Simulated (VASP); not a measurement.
Here is a VASP 6.6.1 calculation.

File INCAR:

```
ALGO = Normal
EDIFF = 1E-6
ENCUT = 520
GGA = PE
ISIF = 2
ISMEAR = 0
LASPH = T
LCHARG = F
LREAL = F
LWAVE = F
NBANDS = 25
NELM = 80
PREC = Accurate
SIGMA = 0.1
```

The input KPOINTS:

```
k-points
0
Gamma
  18 18 6
```

File POSCAR:

```
TaAgS2
1.0
    3.2874504954      0.0000000000      0.0000000000
   -1.6437252477      2.8470156427      0.0000000000
    0.0000000000      0.0000000000      7.9260983512
Ta Ag S
1 1 2
Direct
    0.0000000000      0.0000000000      0.5000000000
    0.0000000000      0.0000000000      0.0000000000
    0.3333333333      0.6666666667      0.2971775588
    0.6666666667      0.3333333333      0.7028224412
```

Potentials or basis: VASP PAW PBE potentials, release 64 (Ta_pv, Ag, S).

Command:

```console
$ cat potpaw_PBE.64/Ta_pv/POTCAR potpaw_PBE.64/Ag/POTCAR potpaw_PBE.64/S/POTCAR > POTCAR
$ mpirun -np 1 vasp_std > vasp.out
```

**Question.** What does it give for the band gap on the k mesh?

**Answer.** Zero (bands 17 and 18 overlap by 1.93 eV).

**Question.** What does it give for the largest force?

**Answer.** 0.005 eV/Å.

**Question.** Estimate the pressure.

**Answer.** 0.0 GPa.

Forces on the atoms (eV/Å):
```
Ta   0.000  0.000  0.000
Ag   0.000  0.000  0.000
S    0.000  0.000 -0.005
S    0.000  0.000  0.005
```

Caveat: spin-orbit coupling is left out, which moves the levels of the heavy elements.
